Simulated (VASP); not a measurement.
A run of VASP 6.6.1 is set up as follows.

Contents of INCAR:

```
PREC     = Accurate       # precision mode
ENCUT    = 520            # plane-wave cutoff, eV
EDIFF    = 1E-6           # SCF threshold, eV
ISMEAR   = 0              # smearing method
SIGMA    = 0.15           # smearing width, eV
LREAL    = False          # projectors in reciprocal space
LASPH    = True           # aspherical terms in the spheres
NELM     = 80             # most SCF steps
ALGO     = Normal         # electronic algorithm
ISIF     = 2              # what is computed and relaxed
LWAVE    = False          # write WAVECAR
LCHARG   = True           # write CHGCAR
GGA      = PE             # functional
LELF     = True           # ELF
LVHAR    = True         
NBANDS   = 21             # bands
```

The input KPOINTS:

```
Automatic mesh
0
Gamma
  4 4 4
```

The input POSCAR:

```
Be3TeSe2
1.0
   -1.8998311998      5.6622996358      2.6578653624
    1.8998311998     -5.6622996358      2.6578653624
    1.8998311998      5.6622996358     -2.6578653624
Be Te Se
3 1 2
Direct
    0.4396679037      0.2632873887      0.1763805151
    0.0869068736      0.2632873887      0.8236194849
    0.7236654933      0.2236654933      0.5000000000
   -0.0000783409     -0.0000783409      0.0000000000
    0.3310685461     -0.0000809649      0.3311495110
    0.6687695241     -0.0000809649      0.6688504890
```

Potentials or basis: VASP PAW PBE potentials, release 64 (Be, Te, Se).

Run with:

```sh
$ cat potpaw_PBE.64/Be/POTCAR potpaw_PBE.64/Te/POTCAR potpaw_PBE.64/Se/POTCAR > POTCAR
$ mpirun -np 1 vasp_std > vasp.out
```

**Question.** Estimate the pressure.

**Answer.** 0.2 GPa.

**Question.** What does it give for the largest force?

**Answer.** 0.014 eV/Å.

Stress tensor (GPa, compression positive):
```
0.16 0.00 0.00
0.00 0.31 0.00
0.00 0.00 0.26
```

Caveat: the k points lie up to 0.51 Å⁻¹ apart.
